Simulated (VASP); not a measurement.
A run of VASP 6.6.1 is set up as follows.

POSCAR

```
NaH
1.0
    3.0130823222      0.0000000000      0.0000000000
    0.0000000000      3.0130823222      0.0000000000
    0.0000000000      0.0000000000      3.0130823222
Na H
1 1
Direct
    0.0000000000      0.0000000000      0.0000000000
    0.5000000000      0.5000000000      0.5000000000
```

File INCAR.step1:

```
SYSTEM = NaH
  PREC = Accurate
  ENCUT = 520
  ISMEAR = 0
  SIGMA = 0.01
  LREAL = .False.
  LASPH = .True.
  NELM = 80
  NBANDS = 11
  GGA = PE
  ALGO = Normal
  EDIFF = 1E-4
  LWAVE = .True.
  LCHARG = .False.
```

File INCAR.step2:

```
SYSTEM = NaH
  PREC = Accurate
  ENCUT = 520
  EDIFF = 1E-6
  ISMEAR = 0
  SIGMA = 0.01
  LREAL = .False.
  LASPH = .True.
  NELM = 80
  ALGO = Normal
  ISIF = 2
  LWAVE = .False.
  LCHARG = .False.
  METAGGA = R2SCAN
  LMIXTAU = .True.
  NBANDS = 11
  ISTART = 1
```

Contents of KPOINTS:

```
regular mesh
0
Gamma
  6 6 6
  0 0 0
```

Potentials or basis: VASP PAW PBE potentials, release 64 (Na_pv, H).

Run with:

```sh
$ cat potpaw_PBE.64/Na_pv/POTCAR potpaw_PBE.64/H/POTCAR > POTCAR
$ cp INCAR.step1 INCAR
$ mpirun -np 1 vasp_std > vasp.out
$ cp INCAR.step2 INCAR
$ mpirun -np 1 vasp_std > vasp.out
```

Question: Estimate the pressure.

Answer: -2.0 GPa.

Question: Predict the band gap on the k mesh.

Answer: 1.60 eV, indirect (least direct gap 4.92 eV).

Caveat: the PAW data sets were made with another functional, which shifts forces and pressure a little. A k mesh can miss the band edges.
